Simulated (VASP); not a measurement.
# Si3N4 (P-43m) in VASP: settings compared, part 2 of 2

VASP 6.6.1. Earlier steps stand in the parts before.

**3. Single point, r2SCAN**

This run uses another cell than the first one, of 9.85 Å³/atom, 1.017 times its volume.

The input, POSCAR:

```
Si3N4
1.0
    4.1010449390      0.0000000000      0.0000000000
    0.0000000000      4.1010449390      0.0000000000
    0.0000000000      0.0000000000      4.1010449390
Si N
3 4
Direct
    0.0000000000      0.0000000000      0.5000000000
    0.5000000000      0.0000000000      0.0000000000
    0.0000000000      0.5000000000      0.0000000000
    0.2388951409      0.2388951409      0.7611048591
    0.7611048591      0.7611048591      0.7611048591
    0.2388951409      0.7611048591      0.2388951409
    0.7611048591      0.2388951409      0.2388951409
```

The input, INCAR.step1:

```
SYSTEM = Si3N4
ALGO = Normal ; EDIFF = 1E-4
ENCUT = 520 ; GGA = PE
ISMEAR = -1 ; LASPH = .True.
LCHARG = .False. ; LREAL = .False.
LWAVE = .True. ; NBANDS = 25
NELM = 80 ; PREC = Accurate
SIGMA = 0.05
```

The input, INCAR.step2:

```
SYSTEM = Si3N4
ALGO = Normal ; EDIFF = 1E-6
ENCUT = 520 ; ISIF = 2
ISMEAR = -1 ; ISTART = 1
LASPH = .True. ; LCHARG = .True.
LELF = .True. ; LMIXTAU = .True.
LREAL = .False. ; LVHAR = .True.
LWAVE = .False. ; METAGGA = R2SCAN
NBANDS = 25 ; NELM = 80
PREC = Accurate ; SIGMA = 0.05
```

The input, KPOINTS:

```
k-points
0
Gamma
  7 7 7
  0 0 0
```

Potentials or basis: VASP PAW PBE potentials, release 64 (Si, N).

On the command line:

```sh
cat potpaw_PBE.64/Si/POTCAR potpaw_PBE.64/N/POTCAR > POTCAR
cp INCAR.step1 INCAR
mpirun -np 1 vasp_std > vasp.out
cp INCAR.step2 INCAR
mpirun -np 1 vasp_std > vasp.out
```

OUTCAR:

```text
SYSTEM = Si3N4
   EDIFF = 1E-6
   ENCUT = 520
   ISIF = 2
   ISMEAR = -1
   ISTART = 1
   LASPH = .True.
   LREAL = .False.
   METAGGA = R2SCAN
   NELM = 80
   PREC = Accurate

 ion  position               nearest neighbor table
   1  0.000  0.000  0.500-   4 1.75   5 1.75   6 1.75   7 1.75   2 2.90   3 2.90   2 2.90   3 2.90
                             3 2.90   3 2.90   2 2.90   2 2.90
   2  0.500  0.000  0.000-   4 1.75   5 1.75   6 1.75   7 1.75   1 2.90   3 2.90   1 2.90   3 2.90
                             1 2.90   3 2.90   1 2.90   3 2.90
   3  0.000  0.500  0.000-   4 1.75   5 1.75   6 1.75   7 1.75   1 2.90   2 2.90   1 2.90   1 2.90
                             2 2.90   1 2.90   2 2.90   2 2.90
   4  0.239  0.239  0.761-   1 1.75   2 1.75   3 1.75
   5  0.761  0.761  0.761-   1 1.75   2 1.75   3 1.75
   6  0.239  0.761  0.239-   1 1.75   2 1.75   3 1.75
   7  0.761  0.239  0.239-   1 1.75   2 1.75   3 1.75

  LATTYP: Found a simple cubic cell.
 ALAT       =     4.1010449390

  Lattice vectors:

 A1 = (   4.1010449390,   0.0000000000,   0.0000000000)
 A2 = (   0.0000000000,   4.1010449390,   0.0000000000)
 A3 = (   0.0000000000,   0.0000000000,   4.1010449390)

[... 184 lines left out ...]
 Fermi energy:         7.8445876624

 k-point     1 :       0.0000    0.0000    0.0000
  band No.  band energies     occupation
      1     -12.2287      2.00000
      2      -8.2577      2.00000
      3      -8.2577      2.00000
      4      -8.2577      2.00000
      5      -2.0764      2.00000
      6      -2.0764      2.00000
[... 549 lines left out ...]
     24      17.7618      0.00000
     25      17.9574      0.00000

------------------------ aborting loop because EDIFF is reached ----------------------------------------

  FORCE on cell =-STRESS in cart. coord.  units (eV):
  Direction    XX          YY          ZZ          XY          YZ          ZX
  --------------------------------------------------------------------------------------
  -------------------------------------------------------------------------------------
  Total       -0.0291213     -0.0291213     -0.0291213      0.0000000      0.0000000     -0.0000000
  in kB       -0.6764541     -0.6764541     -0.6764541      0.0000000      0.0000000     -0.0000000
  external PRESSURE =      -0.6764541 kB  Pullay stress =       0.0000000 kB

 VOLUME and BASIS-vectors are now :
 -----------------------------------------------------------------------------
  energy-cutoff  :      520.00
  volume of cell :       68.97
      direct lattice vectors                 reciprocal lattice vectors
     4.101044939  0.000000000  0.000000000     0.243840293  0.000000000  0.000000000
     0.000000000  4.101044939  0.000000000     0.000000000  0.243840293  0.000000000
     0.000000000  0.000000000  4.101044939     0.000000000  0.000000000  0.243840293

 POSITION                                       TOTAL-FORCE (eV/Angst)
 -----------------------------------------------------------------------------------
      0.00000      0.00000      2.05052         0.000000     -0.000000     -0.000000
      2.05052      0.00000      0.00000         0.000000     -0.000000      0.000000
      0.00000      2.05052      0.00000         0.000000     -0.000000     -0.000000
      0.97972      0.97972      3.12133        -0.003045     -0.003045      0.003045
      3.12133      3.12133      3.12133         0.003045      0.003045      0.003045
      0.97972      3.12133      0.97972        -0.003045      0.003045     -0.003045
      3.12133      0.97972      0.97972         0.003045     -0.003045     -0.003045
 -----------------------------------------------------------------------------------
    total drift:                                0.000000      0.000000      0.000000

  FREE ENERGIE OF THE ION-ELECTRON SYSTEM (eV)
  ---------------------------------------------------
  free  energy   TOTEN  =       -70.2696496729 eV

  energy  without entropy=      -70.2696496728  energy(sigma->0) =      -70.26964967
```

OSZICAR.step1:

```text
N       E                     dE             d eps       ncg     rms          rms(c)
DAV:   1     0.118376835170E+03    0.11838E+03   -0.15908E+04  1000   0.119E+03
DAV:   2    -0.551870486727E+02   -0.17356E+03   -0.16480E+03  1303   0.257E+02
DAV:   3    -0.633740624398E+02   -0.81870E+01   -0.81401E+01  1317   0.559E+01
DAV:   4    -0.634542507712E+02   -0.80188E-01   -0.80129E-01  1240   0.616E+00
DAV:   5    -0.634555218275E+02   -0.12711E-02   -0.12706E-02  1350   0.731E-01    0.203E+01
DAV:   6    -0.555573802285E+02    0.78981E+01   -0.23345E+01  1310   0.269E+01    0.937E+00
DAV:   7    -0.555519435231E+02    0.54367E-02   -0.18224E+00  1303   0.737E+00    0.435E+00
DAV:   8    -0.555249898839E+02    0.26954E-01   -0.93589E-02  1249   0.203E+00    0.144E+00
DAV:   9    -0.555236214488E+02    0.13684E-02   -0.19142E-02  1303   0.950E-01    0.252E-01
DAV:  10    -0.555239696486E+02   -0.34820E-03   -0.15202E-03  1316   0.234E-01    0.121E-01
DAV:  11    -0.555240967631E+02   -0.12711E-03   -0.33209E-04  1227   0.125E-01    0.344E-02
DAV:  12    -0.555240937828E+02    0.29803E-05   -0.11019E-05   777   0.276E-02
   1 F= -.55524094E+02 E0= -.55524094E+02  d E =-.411338E-10
```

It took 63 s on 1 thread of AMD EPYC 9R45 (Zen 5), shared host; peak memory 0.16 GiB.

What came out:

| Property | Result |
| --- | --- |
| Free energy | -70.2696 eV |
| Pressure | -0.1 GPa |
| Largest force | 0.005 eV/Å |
| Band gap on the k mesh | 3.34 eV, indirect (least direct gap 3.52 eV) |

Forces on the atoms (eV/Å):
```
Si   0.000  0.000  0.000
Si   0.000  0.000  0.000
Si   0.000  0.000  0.000
N   -0.003 -0.003  0.003
N    0.003  0.003  0.003
N   -0.003  0.003 -0.003
N    0.003 -0.003 -0.003
```

Caveat: the PAW data sets were made with another functional, which shifts forces and pressure a little. r2SCAN opens gaps a little over a GGA but as a rule still falls short of measured ones.
